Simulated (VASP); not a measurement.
# Te (R-3m) in VASP: notebook

Runs on Te. Level: LDA. Tasks: single point.

All numbers are computed with VASP 6.6.1; they aren't measurements. Logs are shortened: lines on timing, memory, paths and dates and some standing lists are left out, and cuts for length are marked.

## 1. The cell of the first run

It takes space group R-3m (No. 166, trigonal). Conventional cell: a = 4.518 Å, b = 4.518 Å, c = 4.969 Å, α = 90.00°, β = 90.00°, γ = 120.00°. Te (site symmetry -3m) has 6 Te at 3.09 Å within 4.1 Å.

## 2. Single point, LDA

The input, INCAR:

```
PREC     = Accurate       # precision mode
ENCUT    = 520            # plane-wave cutoff, eV
EDIFF    = 1E-7           # SCF threshold, eV
ISMEAR   = -1             # smearing method
SIGMA    = 0.15           # smearing width, eV
LREAL    = F              # projectors in reciprocal space
LASPH    = T              # aspherical terms in the spheres
NELM     = 80             # most SCF steps
ALGO     = Normal         # electronic algorithm
ISIF     = 2              # what is computed and relaxed
LWAVE    = F              # write WAVECAR
LCHARG   = F              # write CHGCAR
GGA      = CA             # functional
NBANDS   = 9              # bands
```

The input, KPOINTS:

```
Automatic mesh
0
Gamma
  7 7 7
```

The input, POSCAR:

```
Te
1.0
    2.2588315264      1.3041367007      1.6564350489
   -2.2588315264      1.3041367007      1.6564350489
    0.0000000000     -2.6082743811      1.6564350489
Te
1
Direct
    0.5000000000      0.5000000000      0.5000000000
```

Potentials or basis: VASP PAW LDA potentials, release 64 (Te).

Launch:

```
cat potpaw_LDA.64/Te/POTCAR > POTCAR
mpirun -np 1 vasp_std > vasp.out
```

OUTCAR:

```text
PREC = Accurate
   ENCUT = 520
   EDIFF = 1E-7
   ISMEAR = -1
   LREAL = F
   LASPH = T
   NELM = 80
   ISIF = 2
   GGA = CA

 ion  position               nearest neighbor table
   1  0.500  0.500  0.500-

  LATTYP: Found a trigonal (rhomboedric) cell.
 ALAT       =     3.0898013396
 COS(alpha) =    -0.0688989389

  Lattice vectors:

 A1 = (   2.2588315264,   1.3041367007,   1.6564350489)
 A2 = (  -2.2588315264,   1.3041367007,   1.6564350489)
 A3 = (   0.0000000000,  -2.6082743811,   1.6564350489)

Analysis of symmetry for initial positions (statically):
=====================================================================
 Subroutine PRICEL returns:
 Original cell was already a primitive cell.

 Routine SETGRP: Setting up the symmetry group for a
 trigonal (rhombohedral) supercell.

 Subroutine GETGRP returns: Found 12 space group operations
 (whereof 12 operations were pure point group operations)
 out of a pool of 12 trial point group operations.

The static configuration has the point symmetry D_3d.

Analysis of symmetry for dynamics (positions and initial velocities):
=====================================================================
 Subroutine PRICEL returns:
 Original cell was already a primitive cell.

 Routine SETGRP: Setting up the symmetry group for a
 trigonal (rhombohedral) supercell.

 Subroutine GETGRP returns: Found 12 space group operations
 (whereof 12 operations were pure point group operations)
 out of a pool of 12 trial point group operations.

The dynamic configuration has the point symmetry D_3d.

 Subroutine INISYM returns: Found 12 space group operations
 (whereof 12 operations are pure point group operations),
 and found     1 'primitive' translations

----------------------------------------------------------------------------------------

                                     Primitive cell

  volume of cell :      29.2774

  direct lattice vectors                    reciprocal lattice vectors
     2.258831526  1.304136701  1.656435049     0.221353383  0.127798432  0.201235403
    -2.258831526  1.304136701  1.656435049    -0.221353383  0.127798432  0.201235403
     0.000000000 -2.608274381  1.656435049     0.000000000 -0.255596863  0.201235328

  length of vectors
     3.089800879  3.089800879  3.089801340     0.325308234  0.325308234  0.325308182

  position of ions in fractional coordinates (direct lattice)
     0.500000000  0.500000000  0.500000000

  ion indices of the primitive-cell ions
   primitive index   ion index
[... 76 lines left out ...]
   NSW    =      0    number of steps for IOM
   IBRION =     -1    ionic relax: 0-MD 1-quasi-New 2-CG
   NFREE  =      0    steps in history (QN), initial steepest desc. (CG)
   ISIF   =      2    stress and relaxation
   ISYM   =      2    0-nonsym 1-usesym 2-fastsym
   POTIM  = 0.5000    time-step for ionic-motion
   TEBEG  =    0.0;   TEEND  =   0.0 temperature during run
   PSTRESS=    0.0 pullay stress
   NELECT =       6.0000    total number of electrons
   NUPDOWN=      -1.0000    fix difference up-down
   EMIN   =  10.00;   EMAX   =-10.00  energy-range for DOS
   EFERMI =   0.00;   METHOD = LEGACY
   ISMEAR =    -1;   SIGMA  =   0.15  broadening in eV -4-tet -1-fermi 0-gaus
   EFERMI_NEDOS =   21; number of points for ismear=-14 and -15
   IALGO  =     38    algorithm
   IMIX   =      4    mixing-type and parameters
     AMIX     =   0.40;   BMIX     =  1.00
     AMIX_MAG =   1.60;   BMIX_MAG =  1.00
  volume/ion in A,a.u.               =      29.28       197.57
  Fermi-wavevector in a.u.,A,eV,Ry     =   0.965193  1.823951 12.675164  0.931598
  Thomas-Fermi vector in A             =   2.094889
   LORBIT       =      0    0 simple, 1 ext, 2 COOP (PROOUT), +10 PAW based schemes
   GGA     = CA    functional components
   LHFCALC =     F    Hartree Fock is set to
   AEXX    =    0.0000 exact exchange contribution
   IVDW    =     0    specifies the selected vdW correction
   LEPSILON=     F    determine dielectric tensor
   LRPA    =     F    only Hartree local field effects (RPA)
 non-spin polarized calculation
  energy-cutoff  :      520.00
  volume of cell :       29.28
 maximum number of plane-waves:       805
   NGX = 11   NGY = 11   NGZ = 11

 number of electron       6.0000000 magnetization

 Free energy of the ion-electron system (eV)
  ---------------------------------------------------
  ext. energy  EPLUGINS =         0.00000000
  ---------------------------------------------------
  free energy    TOTEN  =        -3.76535480 eV

  energy without entropy =       -3.72314308  energy(sigma->0) =       -3.74424894

 E-fermi :   7.8943     XC(G=0):  -9.9718

 val. band max:        7.7778625240   @ k =  -0.1429   0.1429   0.1429
 cond. band min:       7.9760233065   @ k =  -0.2857   0.1429   0.0000
 fundamental gap:      0.1981607824
 Fermi energy:         7.8942549940

 k-point     1 :       0.0000    0.0000    0.0000
  band No.  band energies     occupation
      1      -6.6918      2.00000
      2       8.8278      0.00395
      3       9.3144      0.00015
      4       9.3144      0.00015
      5      13.8242      0.00000
      6      13.8242      0.00000
      7      14.6663      0.00000
      8      24.9962      0.00000
      9      25.0474      0.00000
[... 265 lines left out ...]
 k-point    24 :       0.4286    0.2857    0.1429
  band No.  band energies     occupation
      1      -3.3454      2.00000
      2       2.4137      2.00000
      3       5.2195      2.00000
      4       8.8595      0.00320
      5      12.3094      0.00000
      6      16.0303      0.00000
      7      18.9345      0.00000
      8      20.8058      0.00000
      9      23.8604      0.00000

 [... further k-points ...]

------------------------ aborting loop because EDIFF is reached ----------------------------------------

  FORCE on cell =-STRESS in cart. coord.  units (eV):
  Direction    XX          YY          ZZ          XY          YZ          ZX
  --------------------------------------------------------------------------------------
  -------------------------------------------------------------------------------------
  Total        0.5384743      0.5384743      0.4387476      0.0000000     -0.0000001      0.0000000
  in kB       29.4674695     29.4674712     24.0100251      0.0000000     -0.0000047      0.0000000
  external PRESSURE =      27.6483219 kB  Pullay stress =       0.0000000 kB

 VOLUME and BASIS-vectors are now :
 -----------------------------------------------------------------------------
  energy-cutoff  :      520.00
  volume of cell :       29.28
      direct lattice vectors                 reciprocal lattice vectors
     2.258831526  1.304136701  1.656435049     0.221353383  0.127798432  0.201235403
    -2.258831526  1.304136701  1.656435049    -0.221353383  0.127798432  0.201235403
     0.000000000 -2.608274381  1.656435049     0.000000000 -0.255596863  0.201235328

 POSITION                                       TOTAL-FORCE (eV/Angst)
 -----------------------------------------------------------------------------------
      0.00000     -0.00000      2.48465         0.000000     -0.000000     -0.000000
 -----------------------------------------------------------------------------------
    total drift:                                0.000000      0.000000     -0.000000

  FREE ENERGIE OF THE ION-ELECTRON SYSTEM (eV)
  ---------------------------------------------------
  free  energy   TOTEN  =        -3.7653547958 eV

  energy  without entropy=       -3.7231430768  energy(sigma->0) =       -3.74424894
```

Wall time 6 s (1 thread of Intel Xeon 8259CL, shared host); peak memory 0.13 GiB.

Results:

| Property | Result |
| --- | --- |
| Free energy | -3.7654 eV |
| Pressure | 2.8 GPa |
| Band gap on the k mesh | zero (band 3 reaches 10.38 eV, above the bottom of band 4 at 5.14 eV) |

Stress tensor (GPa, compression positive):
```
2.95 0.00 0.00
0.00 2.95 0.00
0.00 0.00 2.40
```

Levels at points of the mesh, in eV from the Fermi level:
```tsv
k point	band 1	band 2	band 3	band 4	band 5	band 6
(0.00, 0.00, 0.00)	-14.59	0.93	1.42	1.42	5.93	5.93
```

Caveat: spin-orbit coupling is left out, which moves the levels of the heavy elements.

## 3. Single point, LDA

This run uses another cell than the first one, of 29.90 Å³/atom, 1.021 times its volume.

The input, INCAR:

```
ALGO = Normal
EDIFF = 1E-6
ENCUT = 520
GGA = CA
ISIF = 2
ISMEAR = -1
LASPH = T
LCHARG = F
LREAL = F
LWAVE = F
NBANDS = 9
NELM = 60
PREC = Accurate
SIGMA = 0.15
```

The input, KPOINTS:

```
k-points
0
Gamma
  7 7 7
```

The input, POSCAR:

```
Te
1.0
    2.2747393148      1.3133210646      1.6681004688
   -2.2747393148      1.3133210646      1.6681004688
    0.0000000000     -2.6266431157      1.6681004688
Te
1
Direct
    0.5000000000      0.5000000000      0.5000000000
```

Potentials or basis: VASP PAW LDA potentials, release 64 (Te).

Launch:

```
cat potpaw_LDA.64/Te/POTCAR > POTCAR
mpirun -np 1 vasp_std > vasp.out
```

Run time: 6.5 s. Hardware: 1 thread of Intel Xeon 8259CL, shared host; peak memory 0.13 GiB.

It converged, with:

| Item | Value |
| --- | --- |
| Free energy | -3.7732 eV |
| Pressure | 1.3 GPa |
| Band gap on the k mesh | zero (band 3 reaches 10.00 eV, above the bottom of band 4 at 4.90 eV) |

Stress tensor (GPa, compression positive):
```
1.34 0.00 0.00
0.00 1.34 0.00
0.00 0.00 1.12
```

Levels at points of the mesh, in eV from the Fermi level:
| k point | band 1 | band 2 | band 3 | band 4 | band 5 | band 6 | band 7 | band 8 |
| --- | --- | --- | --- | --- | --- | --- | --- | --- |
| (0.00, 0.00, 0.00) | -14.40 | 0.91 | 1.39 | 1.39 | 5.96 | 5.96 | 6.68 | 16.97 |

Caveat: spin-orbit coupling is left out, which moves the levels of the heavy elements.

## 4. Single point, LDA

This run uses another cell than the first one, of 30.52 Å³/atom, 1.043 times its volume.

The input, INCAR:

```
SYSTEM = Te
  ALGO = Normal
  EDIFF = 1E-6
  ENCUT = 520
  ISIF = 2
  ISMEAR = -1
  LASPH = .True.
  LCHARG = .False.
  LREAL = .False.
  LWAVE = .False.
  NBANDS = 9
  NELM = 100
  PREC = Accurate
  SIGMA = 0.15
```

The input, KPOINTS:

```
k-points
0
Gamma
  7 7 7
  0 0 0
```

The input, POSCAR:

```
Te
1.0
    2.2904276679      1.3223787375      1.6796049735
   -2.2904276679      1.3223787375      1.6796049735
    0.0000000000     -2.6447584683      1.6796049735
Te
1
Direct
    0.5000000000      0.5000000000      0.5000000000
```

Launch:

```
cat potpaw_LDA.64/Te/POTCAR > POTCAR
mpirun -np 1 vasp_std > vasp.out
```

It took 6.4 s on 1 thread of Intel Xeon 8259CL, shared host; peak memory 0.13 GiB.

The run converged. Its results:

- Free energy: -3.7755 eV
- Pressure: -0.1 GPa
- Band gap on the k mesh: zero (band 3 reaches 9.63 eV, above the bottom of band 4 at 4.67 eV)

Levels at points of the mesh, in eV from the Fermi level:
| k point | band 1 | band 2 | band 3 | band 4 | band 5 | band 6 | band 7 | band 8 |
| --- | --- | --- | --- | --- | --- | --- | --- | --- |
| (0.00, 0.00, 0.00) | -14.23 | 0.89 | 1.37 | 1.37 | 5.98 | 5.98 | 6.58 | 16.83 |

Caveat: spin-orbit coupling is left out, which moves the levels of the heavy elements.

## 5. Single point, LDA

This run uses another cell than the first one, of 31.15 Å³/atom, 1.064 times its volume.

The input, INCAR:

```
SYSTEM = Te
PREC     = Accurate       ! precision mode
ENCUT    = 520            ! plane-wave cutoff, eV
EDIFF    = 1E-7           ! SCF threshold, eV
ISMEAR   = -1             ! smearing method
SIGMA    = 0.15           ! smearing width, eV
LREAL    = .FALSE.        ! projectors in reciprocal space
LASPH    = .TRUE.         ! aspherical terms in the spheres
NELM     = 80             ! most SCF steps
ALGO     = Normal         ! electronic algorithm
ISIF     = 2              ! what is computed and relaxed
LWAVE    = .FALSE.        ! write WAVECAR
LCHARG   = .FALSE.        ! write CHGCAR
NBANDS   = 9              ! bands
```

The input, KPOINTS:

```
Automatic mesh
0
G
  7 7 7
  0 0 0
```

The input, POSCAR:

```
Te
1.0
    2.3059040000      1.3313140000      1.6909540000
   -2.3059040000      1.3313140000      1.6909540000
    0.0000000000     -2.6626290000      1.6909540000
Te
1
Direct
    0.5000000000      0.5000000000      0.5000000000
```

Launch:

```
cat potpaw_LDA.64/Te/POTCAR > POTCAR
mpirun -np 1 vasp_std > vasp.out
```

It took 7.1 s on 1 thread of Intel Xeon 8259CL, shared host; peak memory 0.13 GiB.

Results (log left out):

```yaml
Free_energy: -3.7730 eV
Pressure: -1.2 GPa
Band_gap_on_the_k_mesh: zero (band 3 reaches 9.29 eV, above the bottom of band 4 at 4.45 eV)
```

Stress tensor (GPa, compression positive):
```
-1.34  0.00  0.00
 0.00 -1.34  0.00
 0.00  0.00 -1.00
```

Levels at points of the mesh, in eV from the Fermi level:
| k point | band 1 | band 2 | band 3 | band 4 | band 5 | band 6 |
| --- | --- | --- | --- | --- | --- | --- |
| (0.00, 0.00, 0.00) | -14.06 | 0.87 | 1.34 | 1.34 | 6.00 | 6.00 |

Caveat: spin-orbit coupling is left out, which moves the levels of the heavy elements.

## 6. Single point, LDA

This run uses another cell than the first one, of 31.77 Å³/atom, 1.085 times its volume.

The input, INCAR:

```
PREC     = Accurate       # precision mode
ENCUT    = 520            # plane-wave cutoff, eV
EDIFF    = 1E-6           # SCF threshold, eV
ISMEAR   = -1             # smearing method
SIGMA    = 0.15           # smearing width, eV
LREAL    = F              # projectors in reciprocal space
LASPH    = T              # aspherical terms in the spheres
NELM     = 100            # most SCF steps
ALGO     = Normal         # electronic algorithm
ISIF     = 2              # what is computed and relaxed
LWAVE    = F              # write WAVECAR
LCHARG   = F              # write CHGCAR
GGA      = CA             # functional
NBANDS   = 9              # bands
```

The input, KPOINTS:

```
regular mesh
0
Gamma
  7 7 7
```

The input, POSCAR:

```
Te
1.0
    2.3211753325      1.3401309060      1.7021526972
   -2.3211753325      1.3401309060      1.7021526972
    0.0000000000     -2.6802628185      1.7021526972
Te
1
Direct
    0.5000000000      0.5000000000      0.5000000000
```

Potentials or basis: VASP PAW LDA potentials, release 64 (Te).

Launch:

```
cat potpaw_LDA.64/Te/POTCAR > POTCAR
mpirun -np 1 vasp_std > vasp.out
```

It took 6.3 s on 1 thread of Intel Xeon 8259CL, shared host; peak memory 0.13 GiB.

The run converged. Its results:

```yaml
Free_energy: -3.7662 eV
Pressure: -2.3 GPa
Band_gap_on_the_k_mesh: zero (band 3 reaches 8.95 eV, above the bottom of band 4 at 4.24 eV)
```

Stress tensor (GPa, compression positive):
```
-2.47  0.00  0.00
 0.00 -2.47  0.00
 0.00  0.00 -1.91
```

Levels at points of the mesh, in eV from the Fermi level:
| k point | band 1 | band 2 | band 3 | band 4 | band 5 | band 6 | band 7 | band 8 |
| --- | --- | --- | --- | --- | --- | --- | --- | --- |
| (0.00, 0.00, 0.00) | -13.91 | 0.86 | 1.31 | 1.31 | 6.03 | 6.03 | 6.41 | 16.58 |

Caveat: spin-orbit coupling is left out, which moves the levels of the heavy elements.

## 7. Summary

```csv
cell,gap on the mesh (eV),pressure (GPa)
"a = 3.090 Å, angles 94.0°, 1 atom",none,2.8
"a = 3.112 Å, angles 94.0°, 1 atom",none,1.3
"a = 3.133 Å, angles 94.0°, 1 atom",none,-0.1
"a = 3.154 Å, angles 94.0°, 1 atom",none,-1.2
"a = 3.175 Å, angles 94.0°, 1 atom",none,-2.3
```

Alike in all rows: task single point; level LDA; potentials or basis VASP PAW LDA potentials, release 64 (Te); no spin polarisation; k mesh 7 × 7 × 7; cutoff (eV) 520; smearing fermi-dirac 0.15 eV.

Caveats: spin-orbit coupling is left out, which moves the levels of the heavy elements.

Absolute energies hang on the potentials; compare differences alone.
